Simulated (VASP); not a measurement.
# Sb (Fd-3m) in VASP: further runs, part 2 of 2

VASP 6.6.1. The steps go on from the part before.

## (4) Relaxation of cell and atoms, LDA, target pressure 20 GPa, at which the enthalpy is minimised

INCAR

```
SYSTEM = Sb
ALGO = Normal
EDIFF = 1E-6
EDIFFG = -0.03
ENCUT = 600
IBRION = 2
ISIF = 3
ISMEAR = -1
LASPH = .TRUE.
LCHARG = .FALSE.
LREAL = .FALSE.
LWAVE = .FALSE.
NELM = 100
NSW = 80
PREC = Accurate
PSTRESS = 200.0
SIGMA = 0.05
```

KPOINTS

```
k-points
0
G
  6 6 6
  0 0 0
```

POSCAR

```
Sb
1.0
    0.0000000000      3.4000000000      3.4000000000
    3.4000000000      0.0000000000      3.4000000000
    3.4000000000      3.4000000000      0.0000000000
Sb
2
Direct
    0.0000000000      0.0000000000      0.0000000000
    0.2500000000      0.2500000000      0.2500000000
```

Potentials or basis: VASP PAW LDA potentials, release 64 (Sb).

Command:

```console
> cat potpaw_LDA.64/Sb/POTCAR > POTCAR
> mpirun -np 1 vasp_std > vasp.out
```

OUTCAR:

```text
SYSTEM = Sb
   EDIFF = 1E-6
   EDIFFG = -0.03
   ENCUT = 600
   IBRION = 2
   ISIF = 3
   ISMEAR = -1
   LASPH = .TRUE.
   LREAL = .FALSE.
   NELM = 100
   NSW = 80
   PREC = Accurate
   PSTRESS = 200.0

 ion  position               nearest neighbor table
   1  0.000  0.000  0.000-   2 2.94   2 2.94   2 2.94   2 2.94
   2  0.250  0.250  0.250-   1 2.94   1 2.94   1 2.94   1 2.94

  LATTYP: Found a face centered cubic cell.
 ALAT       =     6.8000000000

  Lattice vectors:

 A1 = (   0.0000000000,   3.4000000000,   3.4000000000)
 A2 = (   3.4000000000,   0.0000000000,   3.4000000000)
 A3 = (   3.4000000000,   3.4000000000,   0.0000000000)

Analysis of symmetry for initial positions (statically):
=====================================================================
 Subroutine PRICEL returns:
 Original cell was already a primitive cell.

 Routine SETGRP: Setting up the symmetry group for a
 face centered cubic supercell.

 Subroutine GETGRP returns: Found 48 space group operations
 (whereof 24 operations were pure point group operations)
 out of a pool of 48 trial point group operations.

The static configuration has the point symmetry T_d .
[... 120 lines left out ...]
   EFERMI =   0.00;   METHOD = LEGACY
   ISMEAR =    -1;   SIGMA  =   0.05  broadening in eV -4-tet -1-fermi 0-gaus
   EFERMI_NEDOS =   21; number of points for ismear=-14 and -15
   IALGO  =     38    algorithm
   IMIX   =      4    mixing-type and parameters
     AMIX     =   0.40;   BMIX     =  1.00
     AMIX_MAG =   1.60;   BMIX_MAG =  1.00
  volume/ion in A,a.u.               =      39.30       265.24
  Fermi-wavevector in a.u.,A,eV,Ry     =   0.823353  1.555911  9.223521  0.677910
  Thomas-Fermi vector in A             =   1.934848
   LORBIT       =      0    0 simple, 1 ext, 2 COOP (PROOUT), +10 PAW based schemes
   GGA     = CA    functional components
   LHFCALC =     F    Hartree Fock is set to
   AEXX    =    0.0000 exact exchange contribution
   IVDW    =     0    specifies the selected vdW correction
   LEPSILON=     F    determine dielectric tensor
   LRPA    =     F    only Hartree local field effects (RPA)
 conjugate gradient relaxation of ions
 non-spin polarized calculation
  energy-cutoff  :      600.00
  volume of cell :       78.61
 maximum number of plane-waves:      2685
 NGX is ok and might be reduce to    40
   NGX = 19   NGY = 19   NGZ = 19

--------------------------------------- Ionic step        1  -------------------------------------------

 number of electron      10.0000001 magnetization

 Free energy of the ion-electron system (eV)
  ---------------------------------------------------
  ext. energy  EPLUGINS =         0.00000000
  ---------------------------------------------------
  free energy    TOTEN  =        -8.79245382 eV

  energy without entropy =       -8.78678668  energy(sigma->0) =       -8.78962025

 E-fermi :   4.5357     XC(G=0):  -8.4439

 val. band max:        4.4280740236   @ k =  -0.3333   0.3333   0.1667
 cond. band min:       4.8353236498   @ k =   0.3333   0.1667   0.0000
 fundamental gap:      0.4072496262
 Fermi energy:         4.5356994218
[... 540 lines left out ...]
--------------------------------------- Ionic step        5  -------------------------------------------

 number of electron       9.9999999 magnetization

 Free energy of the ion-electron system (eV)
  ---------------------------------------------------
  ext. energy  EPLUGINS =         0.00000000
  ---------------------------------------------------
  free energy    TOTEN  =        -7.76424643 eV

  energy without entropy =       -7.72698449  energy(sigma->0) =       -7.74561546

 E-fermi :   7.9480     XC(G=0):  -9.5913

 val. band max:        7.8164868573   @ k =   0.0000   0.0000   0.0000
 cond. band min:       7.9536456108   @ k =  -0.3333   0.3333   0.1667
 fundamental gap:      0.1371587535
 Fermi energy:         7.9480437965
[... 223 lines left out ...]
  energy  without entropy=       -7.7269844892  energy(sigma->0) =       -7.74561546

  enthalpy is  TOTEN    =        -0.3373849946 eV   P V=        7.4268614353

 reached required accuracy - stopping structural energy minimisation
```

CONTCAR:

```text
Sb
   1.00000000000000
     0.0000000000000000    3.0985033553052439    3.0985033553052439
     3.0985033553052439   -0.0000000000000000    3.0985033553052439
     3.0985033553052439    3.0985033553052439   -0.0000000000000000
  Sb
     2
Direct
     0.0000000000000000    0.0000000000000000    0.0000000000000000
     0.2500000000000000    0.2500000000000000    0.2500000000000000

  0.00000000E+00  0.00000000E+00  0.00000000E+00
  0.00000000E+00  0.00000000E+00  0.00000000E+00
```

Wall time 50 s (1 thread of Intel Xeon 6975P-C, shared host); peak memory 0.2 GiB.

What came out:

* Free energy: -7.7642 eV
* Relaxed volume: 29.75 Å³/atom
* Relaxed cell: a = 4.382 Å, b = 4.382 Å, c = 4.382 Å, α = 60.00°, β = 60.00°, γ = 60.00°
* Space group after relaxing (to 0.05 Å): Fd-3m (No. 227)
* Energy change on relaxing (the enthalpy is what falls): +514.1 meV/atom
* Ionic steps: 5
* Pressure after relaxing: 20.0 GPa
* Band gap on the k mesh: zero (band 5 reaches 8.02 eV, above the bottom of band 6 at 6.54 eV)

The path:
| step | energy change (eV) | largest force (eV/Å) | pressure (GPa) | volume (Å³) |
| --- | --- | --- | --- | --- |
| 1 | 0.0000 | 0.0000 | 0.74 | 78.61 |
| 2 | 10.2186 | 0.0000 | 151.22 | 36.18 |
| 3 | 0.7834 | 0.0000 | 16.66 | 61.64 |
| 4 | 0.9199 | 0.0000 | 18.54 | 60.40 |
| 5 | 1.0282 | 0.0000 | 20.00 | 59.50 |

Final structure:
```
Sb
1.0
     0.00000    3.09850    3.09850
     3.09850    0.00000    3.09850
     3.09850    3.09850    0.00000
Sb
2
Direct
  0.00000 0.00000 0.00000
  0.25000 0.25000 0.25000
```

Caveat: the cell is relaxed towards a set pressure, so the enthalpy falls and the energy may rise; the volume moved by over 15 % at a fixed basis, so the end points are rough; spin-orbit coupling is left out, which moves the levels of the heavy elements.

## (5) Relaxation of cell and atoms, LDA, target pressure 30 GPa, at which the enthalpy is minimised

INCAR

```
PREC = Accurate
ENCUT = 600
EDIFF = 1E-6
ISMEAR = -1
SIGMA = 0.05
LREAL = F
LASPH = T
NELM = 100
ALGO = Normal
ISIF = 3
LWAVE = F
LCHARG = F
GGA = CA
IBRION = 2
NSW = 80
EDIFFG = -0.03
PSTRESS = 300.0
```

KPOINTS

```
regular mesh
0
Gamma
  6 6 6
```

POSCAR is that of step 4.

Command:

```console
> cat potpaw_LDA.64/Sb/POTCAR > POTCAR
> mpirun -np 1 vasp_std > vasp.out
```

Wall time 2 min (1 thread of Intel Xeon 6975P-C, shared host); peak memory 0.22 GiB.

Results (log left out):

* Free energy: -6.9954 eV
* Relaxed volume: 27.25 Å³/atom
* Relaxed cell: a = 4.256 Å, b = 4.256 Å, c = 4.256 Å, α = 60.00°, β = 60.00°, γ = 60.00°
* Space group after relaxing (to 0.05 Å): Fd-3m (No. 227)
* Energy change on relaxing (the enthalpy is what falls): +898.5 meV/atom
* Ionic steps: 17
* Pressure after relaxing: 30.0 GPa
* Band gap on the k mesh: zero (band 5 reaches 9.25 eV, above the bottom of band 6 at 7.51 eV)

The path:
```
step  energy change (eV)  largest force (eV/Å)  pressure (GPa)  volume (Å³)
   1              0.0000                0.0000            0.74        78.61
   2             41.2518                0.0000          709.10        21.96
   3              0.8335                0.0000           17.36        61.17
   4              1.1457                0.0000           21.54        58.59
   5              1.8325                0.0000           30.46        54.31
   6              1.7524                0.0000           29.41        54.74
   7              1.7542                0.0000           29.42        54.73
   8              1.7596                0.0000           29.50        54.70
   9              1.7597                0.0000           29.50        54.70
  10              1.7598                0.0000           29.50        54.70
  11              1.7601                0.0000           29.51        54.70
  12              1.7607                0.0000           29.51        54.70
  13              1.7618                0.0000           29.52        54.69
  14              1.7642                0.0000           29.54        54.68
  15              1.7689                0.0000           29.62        54.65
  16              1.7782                0.0000           29.75        54.60
  17              1.7971                0.0000           29.99        54.50
```

Final structure:
```
Sb
1.0
     0.00000    3.00925    3.00925
     3.00925    0.00000    3.00925
     3.00925    3.00925    0.00000
Sb
2
Direct
  0.00000 0.00000 0.00000
  0.25000 0.25000 0.25000
```

Levels at points of the mesh, in eV from the Fermi level:
| k point | band 2 | band 3 | band 4 | band 5 | band 6 | band 7 | band 8 | band 9 |
| --- | --- | --- | --- | --- | --- | --- | --- | --- |
| (0.00, 0.00, 0.00) | -3.29 | -2.92 | -2.92 | -2.92 | -0.28 | -0.28 | -0.28 | 3.36 |
| (0.50, 0.00, 0.00) | -10.13 | -4.26 | -4.26 | -2.61 | 1.02 | 1.02 | 3.98 | 7.27 |
| (0.50, 0.50, 0.00) | -11.60 | -5.75 | -5.75 | -1.64 | -1.64 | 6.04 | 6.04 | 8.06 |

Caveat: the cell is relaxed towards a set pressure, so the enthalpy falls and the energy may rise; the volume moved by over 15 % at a fixed basis, so the end points are rough; spin-orbit coupling is left out, which moves the levels of the heavy elements.

## (6) Summary

| cell | gap on the mesh (eV) | pressure (GPa) |
| --- | --- | --- |
| relaxed | none | 0.0 |
| relaxed to 10 GPa | none | 10.0 |
| relaxed to 20 GPa | none | 20.0 |
| relaxed to 30 GPa | none | 30.0 |

Alike in all rows: task relaxation of cell and atoms; level LDA; potentials or basis VASP PAW LDA potentials, release 64 (Sb); no spin polarisation; k mesh 6 × 6 × 6; cutoff (eV) 600; smearing fermi-dirac 0.05 eV.

Caveats: spin-orbit coupling is left out, which moves the levels of the heavy elements; the cell is relaxed towards a set pressure, so the enthalpy falls and the energy may rise (some runs); the volume moved by over 15 % at a fixed basis, so the end points are rough (some runs).

Absolute energies hang on the potentials; compare differences alone.
